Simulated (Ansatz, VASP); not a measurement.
**RbBr: VASP beside Ansatz**

Contents of INCAR:

```
SYSTEM = RbBr
PREC     = Accurate       ! precision mode
ENCUT    = 600            ! plane-wave cutoff, eV
EDIFF    = 1E-7           ! SCF threshold, eV
ISMEAR   = -1             ! smearing method
SIGMA    = 0.1            ! smearing width, eV
LREAL    = .FALSE.        ! projectors in reciprocal space
LASPH    = .TRUE.         ! aspherical terms in the spheres
NELM     = 100            ! most SCF steps
ALGO     = Normal         ! electronic algorithm
ISIF     = 3              ! what is computed and relaxed
LWAVE    = .FALSE.        ! write WAVECAR
LCHARG   = .FALSE.        ! write CHGCAR
GGA      = PS             ! functional
IBRION   = 2              ! ionic algorithm
NSW      = 100            ! ionic steps
EDIFFG   = -0.002         ! ionic threshold
```

KPOINTS

```
Automatic mesh
0
G
  10 10 10
  0 0 0
```

POSCAR

```
RbBr
1.0
    0.0000000000      3.4270000000      3.4270000000
    3.4270000000      0.0000000000      3.4270000000
    3.4270000000      3.4270000000      0.0000000000
Rb Br
1 1
Direct
    0.0000000000      0.0000000000      0.0000000000
    0.5000000000      0.5000000000      0.5000000000
```

Input for Ansatz:

```yaml
crystal:
  lattice:
    - [0.0, 3.427, 3.427]
    - [3.427, 0.0, 3.427]
    - [3.427, 3.427, 0.0]
  atoms:
    - { symbol: Rb, position: [0.0, 0.0, 0.0] }
    - { symbol: Br, position: [0.5, 0.5, 0.5] }
kpoints:
  mp_grid: { grid: [10, 10, 10] }
scf:
  occupations: { method: fermi_dirac, width: 0.1 }
hamiltonian:
  xc: pbesol
  pseudopotentials: { kind: paw }
relax:
  f_tol: 0.002
  max_steps: 80
  cell: {}
output:
  forces: true
  stress: true
```

Alike in both runs: task relaxation of cell and atoms; functional PBEsol; k mesh 10 × 10 × 10; occupations fermi-dirac, width 0.1 eV; no spin polarisation.

|  | VASP | Ansatz |
| --- | --- | --- |
| version | VASP 6.6.1 | Ansatz 0.2.0 |
| potentials or method | VASP PAW PBE potentials, release 64 (Rb_sv, Br) | PAW with Ansatz's default frozen-core files, scalar-relativistic |
| plane-wave cutoff (eV) | 600 | 420 |
| valence electrons in the cell | 16 | 16 |

```tsv
	VASP	Ansatz	Ansatz less VASP
relaxed volume (Å³/atom)	40.19	40.17	-0.015
relaxed cell length with the largest relative difference (Å)	4.844	4.844	-0.0006
```

VASP's potentials were made for PBE, not for PBEsol.
